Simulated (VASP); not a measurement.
Write the native input for VASP 6.6.1 that does the following.

| Property | Result |
| --- | --- |
| Task | single point |
| Functional | r2SCAN |
| Potentials or basis | VASP PAW PBE potentials, release 64 (Zn, S) |
| Cutoff | 520 eV |
| k mesh | 6 × 6 × 2 |
| Occupations | gaussian, width 0.02 eV |
| Spin | no spin polarisation |
| Dipole correction | no |
| Further INCAR settings | ALGO = Normal; EDIFF = 1e-07; NBANDS = 66 |

ZnS:

```
Zn S
1.0
     3.80950    0.00000    0.00000
    -1.90475    3.29912    0.00000
     0.00000    0.00000   18.68847
Zn S
6 6
Direct
  0.00000 0.00000 0.00003
  0.00000 0.00000 0.50003
  0.33333 0.66667 0.16681
  0.66667 0.33333 0.66681
  0.66667 0.33333 0.33326
  0.33333 0.66667 0.83326
  0.00000 0.00000 0.12511
  0.00000 0.00000 0.62511
  0.33333 0.66667 0.29165
  0.66667 0.33333 0.79165
  0.66667 0.33333 0.45813
  0.33333 0.66667 0.95813
```

One way to write it, as run:

POSCAR

```
ZnS
1.0
    3.8094952622      0.0000000000      0.0000000000
   -1.9047476311      3.2991196726      0.0000000000
    0.0000000000      0.0000000000     18.6884696635
Zn S
6 6
Direct
    0.0000000000      0.0000000000      0.0000303300
    0.0000000000      0.0000000000      0.5000303300
    0.3333333333      0.6666666667      0.1668077931
    0.6666666667      0.3333333333      0.6668077931
    0.6666666667      0.3333333333      0.3332640908
    0.3333333333      0.6666666667      0.8332640908
    0.0000000000      0.0000000000      0.1251143124
    0.0000000000      0.0000000000      0.6251143124
    0.3333333333      0.6666666667      0.2916509311
    0.6666666667      0.3333333333      0.7916509311
    0.6666666667      0.3333333333      0.4581325425
    0.3333333333      0.6666666667      0.9581325425
```

INCAR.step1

```
  ALGO = Normal
  EDIFF = 1E-4
  ENCUT = 520
  GGA = PE
  ISMEAR = 0
  LASPH = True
  LCHARG = False
  LREAL = False
  LWAVE = True
  NBANDS = 66
  NELM = 80
  PREC = Accurate
  SIGMA = 0.02
```

INCAR.step2

```
  ALGO = Normal
  EDIFF = 1E-7
  ENCUT = 520
  ISIF = 2
  ISMEAR = 0
  ISTART = 1
  LASPH = True
  LCHARG = False
  LMIXTAU = True
  LREAL = False
  LWAVE = False
  METAGGA = R2SCAN
  NBANDS = 66
  NELM = 80
  PREC = Accurate
  SIGMA = 0.02
```

KPOINTS

```
k-points
0
Gamma
  6 6 2
```

Potentials or basis: VASP PAW PBE potentials, release 64 (Zn, S).

The run is started by

```sh
$ cat potpaw_PBE.64/Zn/POTCAR potpaw_PBE.64/S/POTCAR > POTCAR
$ cp INCAR.step1 INCAR
$ mpirun -np 1 vasp_std > vasp.out
$ cp INCAR.step2 INCAR
$ mpirun -np 1 vasp_std > vasp.out
```

Results of the run:

```json
{
  "Pressure": "0.0 GPa",
  "Largest force": "0.016 eV/Å",
  "Band gap on the k mesh": "2.74 eV"
}
```

Caveat: the PAW data sets were made with another functional, which shifts forces and pressure a little.

Wall time 20 min on 1 thread of Intel(R) Xeon(R) Platinum 8175M CPU @ 2.50GHz (Skylake/Cascade Lake), on a shared host, peak memory 0.45 GiB.
